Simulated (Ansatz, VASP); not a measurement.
# Two plane-wave programs on BP

File INCAR:

```
ALGO = Normal
EDIFF = 1E-7
ENCUT = 520
GGA = PE
ISIF = 2
ISMEAR = 0
LASPH = T
LCHARG = F
LREAL = F
LWAVE = F
NBANDS = 11
NELM = 100
PREC = Accurate
SIGMA = 0.01
```

Contents of KPOINTS:

```
k-points
0
Gamma
  8 8 8
```

POSCAR

```
BP
1.0
    0.0000000000      2.3188224425      2.3188224425
    2.3188224425      0.0000000000      2.3188224425
    2.3188224425      2.3188224425      0.0000000000
B P
1 1
Direct
    0.0000000000      0.0000000000      0.0000000000
    0.2500000000      0.2500000000      0.2500000000
```

Input for Ansatz:

```yaml
crystal:
  lattice:
    - [0.0, 2.3188224425, 2.3188224425]
    - [2.3188224425, 0.0, 2.3188224425]
    - [2.3188224425, 2.3188224425, 0.0]
  atoms:
    - { symbol: B, position: [0.0, 0.0, 0.0] }
    - { symbol: P, position: [0.25, 0.25, 0.25] }
kpoints:
  mp_grid: { grid: [8, 8, 8] }
hamiltonian:
  xc: pbe
scf:
  occupations: { method: fixed }
  n_extra_bands: 4
output:
  forces: true
  stress: true
  eigenvalues: true
```

Alike in both runs: task single point; functional PBE; k mesh 8 × 8 × 8; no spin polarisation.

```csv
,VASP,Ansatz
version,VASP 6.6.1,Ansatz 0.2.0
potentials or method,"VASP PAW PBE potentials, release 64 (B, P)","plane waves, PAW"
plane-wave cutoff (eV),520,420
occupations,"gaussian, width 0.01 eV",fixed
valence electrons in the cell,8,8
```

VASP gave:

```
gap on the k mesh at the Fermi level (eV) : 1.35
pressure (GPa)                            : -8.6
```

Problem. Which values does Ansatz return?

Solution. gap on the k mesh at the Fermi level (eV): 1.35; pressure (GPa): -8.4.
